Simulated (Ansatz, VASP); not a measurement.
# One calculation of Pd, two programs

```
Pd
1.0
     0.00000    1.93350    1.93350
     1.93350    0.00000    1.93350
     1.93350    1.93350    0.00000
Pd
1
Cartesian
  0.0000 0.0000 0.0000
```

Alike in both runs: task single point; functional PBE; k mesh 14 × 14 × 14; occupations fermi-dirac, width 0.01 eV; no spin polarisation.

|  | VASP | Ansatz |
| --- | --- | --- |
| version | VASP 6.6.1 | Ansatz 0.2.0 |
| potentials or method | VASP PAW PBE potentials, release 64 (Pd), cutoff 520 eV | PAW, plane waves, scalar-relativistic |
| valence electrons in the cell | 10 | 18 |

|  | VASP | Ansatz | Ansatz less VASP |
| --- | --- | --- | --- |
| pressure (GPa) | 11.2 | 11.6 | +0.38 |

VASP's potentials hold 10 valence electrons a cell and Ansatz's 18, so a difference there can come from the potentials and not from the codes.
